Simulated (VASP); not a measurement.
# In (R-3m) in VASP: further runs

Runs on In. Level: PBEsol. Tasks: single point.

All numbers are computed with VASP 6.6.1; they aren't measurements. Logs are shortened: lines on timing, memory, paths and dates and some standing lists are left out, and cuts for length are marked.

### Step 1. The cell of the first run

The structure is trigonal, space group R-3m (No. 166). Conventional cell: a = 3.383 Å, b = 3.383 Å, c = 24.946 Å, α = 90.00°, β = 90.00°, γ = 120.00°. Within 4.4 Å of In (site symmetry 3m) lie 12 In at 3.38 to 3.40 Å. Within 4.4 Å of In (site symmetry -3m) lie 12 In at 3.38 to 3.40 Å.

### Step 2. Single point, PBEsol

INCAR

```
SYSTEM = In
  PREC = Accurate
  ENCUT = 520
  EDIFF = 1E-7
  ISMEAR = -1
  SIGMA = 0.05
  LREAL = .False.
  LASPH = .True.
  NELM = 80
  ALGO = Fast
  ISIF = 2
  LWAVE = .False.
  LCHARG = .False.
  GGA = PS
  NBANDS = 26
```

KPOINTS

```
Automatic mesh
0
Gamma
  9 9 9
  0 0 0
```

POSCAR

```
In
1.0
    1.6916082417      0.9766504737      8.3154685732
   -1.6916082417      0.9766504737      8.3154685732
    0.0000000000     -1.9533009474      8.3154685732
In
3
Direct
    0.2219877600      0.2219877600      0.2219877600
    0.7780122400      0.7780122400      0.7780122400
    0.0000000000      0.0000000000      0.0000000000
```

Potentials or basis: VASP PAW PBE potentials, release 64 (In_d).

Command:

```
> cat potpaw_PBE.64/In_d/POTCAR > POTCAR
> mpirun -np 1 vasp_std > vasp.out
```

OUTCAR:

```text
SYSTEM = In
   PREC = Accurate
   ENCUT = 520
   EDIFF = 1E-7
   ISMEAR = -1
   LREAL = .False.
   LASPH = .True.
   NELM = 80
   ISIF = 2
   GGA = PS

 ion  position               nearest neighbor table
   1  0.222  0.222  0.222-   2 3.38   2 3.38   2 3.38   3 3.40   3 3.40   3 3.40
   2  0.778  0.778  0.778-   1 3.38   1 3.38   1 3.38   3 3.40   3 3.40   3 3.40
   3  0.000  0.000  0.000-   2 3.40   1 3.40   2 3.40   2 3.40   1 3.40   1 3.40

  LATTYP: Found a trigonal (rhomboedric) cell.
 ALAT       =     8.5418032161
 COS(alpha) =     0.9215612875

  Lattice vectors:

 A1 = (   1.6916082417,   0.9766504737,   8.3154685732)
 A2 = (  -1.6916082417,   0.9766504737,   8.3154685732)
 A3 = (   0.0000000000,  -1.9533009474,   8.3154685732)

Analysis of symmetry for initial positions (statically):
=====================================================================
 Subroutine PRICEL returns:
 Original cell was already a primitive cell.

 Routine SETGRP: Setting up the symmetry group for a
 trigonal (rhombohedral) supercell.

 Subroutine GETGRP returns: Found 12 space group operations
 (whereof 12 operations were pure point group operations)
 out of a pool of 12 trial point group operations.

The static configuration has the point symmetry D_3d.

Analysis of symmetry for dynamics (positions and initial velocities):
=====================================================================
 Subroutine PRICEL returns:
 Original cell was already a primitive cell.

 Routine SETGRP: Setting up the symmetry group for a
 trigonal (rhombohedral) supercell.

 Subroutine GETGRP returns: Found 12 space group operations
 (whereof 12 operations were pure point group operations)
 out of a pool of 12 trial point group operations.

The dynamic configuration has the point symmetry D_3d.

 Subroutine INISYM returns: Found 12 space group operations
 (whereof 12 operations are pure point group operations),
 and found     1 'primitive' translations

----------------------------------------------------------------------------------------

                                     Primitive cell

  volume of cell :      82.4284

  direct lattice vectors                    reciprocal lattice vectors
     1.691608242  0.976650474  8.315468573     0.295576711  0.170651294  0.040085935
    -1.691608242  0.976650474  8.315468573    -0.295576711  0.170651294  0.040085935
[... 79 lines left out ...]
   ISTART =      0    job   : 0-new  1-cont  2-samecut
   ICHARG =      2    charge: 1-file 2-atom 10-const
   ISPIN  =      1    spin polarized calculation?
   LNONCOLLINEAR =      F non collinear calculations
   LSORBIT =      F    spin-orbit coupling
   LASPH  =      T    aspherical Exc in radial PAW
   ENCUT  =  520.0 eV  38.22 Ry    6.18 a.u.  15.88 15.88 15.88*2*pi/ulx,y,z
   NELM   =     80;   NELMIN=  2; NELMDL= -5     # of ELM steps
   EDIFF  = 0.1E-06   stopping-criterion for ELM
   LREAL  =      F    real-space projection
   EDIFFG = 0.1E-05   stopping-criterion for IOM
   NSW    =      0    number of steps for IOM
   IBRION =     -1    ionic relax: 0-MD 1-quasi-New 2-CG
   NFREE  =      0    steps in history (QN), initial steepest desc. (CG)
   ISIF   =      2    stress and relaxation
   ISYM   =      2    0-nonsym 1-usesym 2-fastsym
   POTIM  = 0.5000    time-step for ionic-motion
   TEBEG  =    0.0;   TEEND  =   0.0 temperature during run
   PSTRESS=    0.0 pullay stress
   NELECT =      39.0000    total number of electrons
   NUPDOWN=      -1.0000    fix difference up-down
   EMIN   =  10.00;   EMAX   =-10.00  energy-range for DOS
   EFERMI =   0.00;   METHOD = LEGACY
   ISMEAR =    -1;   SIGMA  =   0.05  broadening in eV -4-tet -1-fermi 0-gaus
   EFERMI_NEDOS =   21; number of points for ismear=-14 and -15
   IALGO  =     68    algorithm
   IMIX   =      4    mixing-type and parameters
     AMIX     =   0.40;   BMIX     =  1.00
     AMIX_MAG =   1.60;   BMIX_MAG =  1.00
  volume/ion in A,a.u.               =      27.48       185.42
  Fermi-wavevector in a.u.,A,eV,Ry     =   1.275667  2.410661 22.141125  1.627327
  Thomas-Fermi vector in A             =   2.408367
   LORBIT       =      0    0 simple, 1 ext, 2 COOP (PROOUT), +10 PAW based schemes
   GGA     = PS    functional components
   LHFCALC =     F    Hartree Fock is set to
   AEXX    =    0.0000 exact exchange contribution
   IVDW    =     0    specifies the selected vdW correction
   LEPSILON=     F    determine dielectric tensor
   LRPA    =     F    only Hartree local field effects (RPA)
 non-spin polarized calculation
 RMM-DIIS sequential band-by-band and
  energy-cutoff  :      520.00
  volume of cell :       82.43
 maximum number of plane-waves:      2236
   NGX = 31   NGY = 31   NGZ = 31

 number of electron      38.9999999 magnetization

 Free energy of the ion-electron system (eV)
  ---------------------------------------------------
  ext. energy  EPLUGINS =         0.00000000
  ---------------------------------------------------
  free energy    TOTEN  =        -8.87656305 eV

  energy without entropy =       -8.86200820  energy(sigma->0) =       -8.86928562

 E-fermi :   6.8081     XC(G=0): -10.1741

 val. band max:        6.7837446163   @ k =  -0.2222  -0.2222   0.1111
 cond. band min:       6.8123345976   @ k =   0.2222   0.2222   0.0000
 fundamental gap:      0.0285899813
 Fermi energy:         6.8080616648

 k-point     1 :       0.0000    0.0000    0.0000
  band No.  band energies     occupation
      1      -7.7176      2.00000
      2      -7.7095      2.00000
      3      -7.6787      2.00000
      4      -7.6746      2.00000
      5      -7.6746      2.00000
      6      -7.6525      2.00000
[... 685 lines left out ...]
     25      13.1540      0.00000
     26      13.2197      0.00000

 [... further k-points ...]
[... 5 lines left out ...]
  --------------------------------------------------------------------------------------
  -------------------------------------------------------------------------------------
  Total       -1.1912109     -1.1912109     -1.4511495      0.0000000      0.0000000      0.0000000
  in kB      -23.1538006    -23.1538006    -28.2062794      0.0000000      0.0000000      0.0000000
  external PRESSURE =     -24.8379602 kB  Pullay stress =       0.0000000 kB

 VOLUME and BASIS-vectors are now :
 -----------------------------------------------------------------------------
  energy-cutoff  :      520.00
  volume of cell :       82.43
      direct lattice vectors                 reciprocal lattice vectors
     1.691608242  0.976650474  8.315468573     0.295576711  0.170651294  0.040085935
    -1.691608242  0.976650474  8.315468573    -0.295576711  0.170651294  0.040085935
     0.000000000 -1.953300947  8.315468573     0.000000000 -0.341302587  0.040085935

 POSITION                                       TOTAL-FORCE (eV/Angst)
 -----------------------------------------------------------------------------------
      0.00000      0.00000      5.53780         0.000000      0.000000     -0.035048
      0.00000      0.00000     19.40861         0.000000     -0.000000      0.035048
      0.00000      0.00000      0.00000         0.000000      0.000000      0.000000
 -----------------------------------------------------------------------------------
    total drift:                                0.000000      0.000000     -0.000000

  FREE ENERGIE OF THE ION-ELECTRON SYSTEM (eV)
  ---------------------------------------------------
  free  energy   TOTEN  =        -8.8765630524 eV

  energy  without entropy=       -8.8620081952  energy(sigma->0) =       -8.86928562
```

Wall time 15 min (1 thread of AMD EPYC 7R13 (Zen 3), shared host); peak memory 0.59 GiB.

Results:

```
Free energy   : -8.8766 eV
Pressure      : -2.5 GPa
Largest force : 0.035 eV/Å
```

Forces on the atoms (eV/Å):
```
In   0.000  0.000 -0.035
In   0.000  0.000  0.035
In   0.000  0.000  0.000
```

Caveat: the PAW data sets were made with another functional, which shifts forces and pressure a little; spin-orbit coupling is left out, which moves the levels of the heavy elements.

### Step 3. Single point, PBEsol

This run uses another cell than the first one, of 28.00 Å³/atom, 1.019 times its volume.

INCAR

```
ALGO = Fast
EDIFF = 1E-6
ENCUT = 520
GGA = PS
ISIF = 2
ISMEAR = -1
LASPH = T
LCHARG = F
LREAL = F
LWAVE = F
NBANDS = 26
NELM = 100
PREC = Accurate
SIGMA = 0.05
```

KPOINTS

```
k-points
0
Gamma
  9 9 9
```

POSCAR

```
In
1.0
    1.7023831070      0.9828713451      8.3684347693
   -1.7023831070      0.9828713451      8.3684347693
    0.0000000000     -1.9657426901      8.3684347693
In
3
Direct
    0.2219877600      0.2219877600      0.2219877600
    0.7780122400      0.7780122400      0.7780122400
    0.0000000000      0.0000000000      0.0000000000
```

Potentials or basis: VASP PAW PBE potentials, release 64 (In_d).

Command:

```
> cat potpaw_PBE.64/In_d/POTCAR > POTCAR
> mpirun -np 1 vasp_std > vasp.out
```

It took 12 min on 1 thread of AMD EPYC 7R13 (Zen 3), shared host; peak memory 0.54 GiB.

Results (log left out):

| Property | Result |
| --- | --- |
| Free energy | -8.8499 eV |
| Pressure | -3.1 GPa |
| Largest force | 0.040 eV/Å |

Forces on the atoms (eV/Å):
```
In   0.000  0.000 -0.040
In   0.000  0.000  0.040
In   0.000  0.000  0.000
```

Stress tensor (GPa, compression positive):
```
-2.97  0.00  0.00
 0.00 -2.97  0.00
 0.00  0.00 -3.44
```

Levels at points of the mesh, in eV from the Fermi level:
```csv
k point,band 17,band 18,band 19,band 20,band 21,band 22
"(0.00, 0.00, 0.00)",-6.78,-6.76,0.45,0.47,8.32,8.32
```

Caveat: the PAW data sets were made with another functional, which shifts forces and pressure a little; spin-orbit coupling is left out, which moves the levels of the heavy elements.
